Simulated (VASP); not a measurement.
Crystal: Li.

```
CELL_PARAMETERS angstrom
0.00000 2.20200 2.20200
2.20200 0.00000 2.20200
2.20200 2.20200 0.00000
ATOMIC_POSITIONS crystal
Li 0.00000 0.00000 0.00000
```

```yaml
Program: VASP 6.6.1
Task: relaxation of cell and atoms
Functional: LDA
Potentials_or_basis: VASP PAW LDA potentials, release 64 (Li_sv)
Cutoff: 600 eV
k_mesh: 5 × 5 × 5
Occupations: fermi-dirac, width 0.1 eV
Spin: no spin polarisation
```

At the start: pressure -1.7 GPa; volume 21.35 Å³/atom.

Question: Where does the relaxation end?

Answer: Over 3 steps the energy falls by 15.8 meV/atom and the volume is 19.05 Å³/atom (-10.8 %); space group Fm-3m (No. 225, to 0.05 Å).

The path:
```
step  energy change (eV)  largest force (eV/Å)  pressure (GPa)  volume (Å³)
   1              0.0000                0.0000           -1.70        21.35
   2             -0.0067                0.0000           -1.38        20.66
   3             -0.0158                0.0000           -0.37        19.05
```

Final structure:
```
Li
1.0
     0.00000    2.11959    2.11959
     2.11959    0.00000    2.11959
     2.11959    2.11959    0.00000
Li
1
Direct
  0.00000 0.00000 0.00000
```

Caveat: the k points lie up to 0.51 Å⁻¹ apart in the final cell; the cutoff is under 1.25 times the usual one of these potentials, so pressure, stress and relaxed cells hold a basis-set (Pulay) error; the volume moved by -11 % from the deposited cell, more than functionals usually miss.
